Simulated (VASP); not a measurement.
Wanted: the native input for a VASP 6.6.1 run.

| Item | Value |
| --- | --- |
| Task | single point |
| Functional | LDA |
| Potentials or basis | VASP PAW LDA potentials, release 64 (Ca_sv, C) |
| Cutoff | 520 eV |
| k mesh | 6 × 6 × 6 |
| Occupations | gaussian, width 0.1 eV |
| Spin | no spin polarisation |
| Dipole correction | no |
| Further INCAR settings | ALGO = Normal; EDIFF = 1e-06; NBANDS = 16 |

The structure of CaC2 lies in POSCAR:

```
CaC2
1.0
   -1.9342985994      1.9342985994      3.2021112425
    1.9342985994     -1.9342985994      3.2021112425
    1.9342985994      1.9342985994     -3.2021112425
Ca C
1 2
Direct
    0.0000000000      0.0000000000      0.0000000000
    0.5978927200      0.5978927200      0.0000000000
    0.4021072800      0.4021072800      0.0000000000
```

One way to write it, as run:

INCAR

```
PREC = Accurate ; ENCUT = 520
EDIFF = 1E-6 ; ISMEAR = 0
SIGMA = 0.1 ; LREAL = False
LASPH = True ; NELM = 100
ALGO = Normal ; ISIF = 2
LWAVE = False ; LCHARG = True
LELF = True ; LVHAR = True
NBANDS = 16
```

KPOINTS

```
Automatic mesh
0
Gamma
  6 6 6
```

Potentials or basis: VASP PAW LDA potentials, release 64 (Ca_sv, C).

The run is started by

```console
$ cat potpaw_LDA.64/Ca_sv/POTCAR potpaw_LDA.64/C/POTCAR > POTCAR
$ mpirun -np 1 vasp_std > vasp.out
```

It gave:

```yaml
Pressure: -4.1 GPa
Largest_force: 0.183 eV/Å
Band_gap_on_the_k_mesh: 1.17 eV, indirect (least direct gap 2.23 eV)
```

It took 28 s on 1 thread of Intel(R) Xeon(R) Platinum 8488C (Sapphire Rapids), on a shared host, peak memory 0.16 GiB.
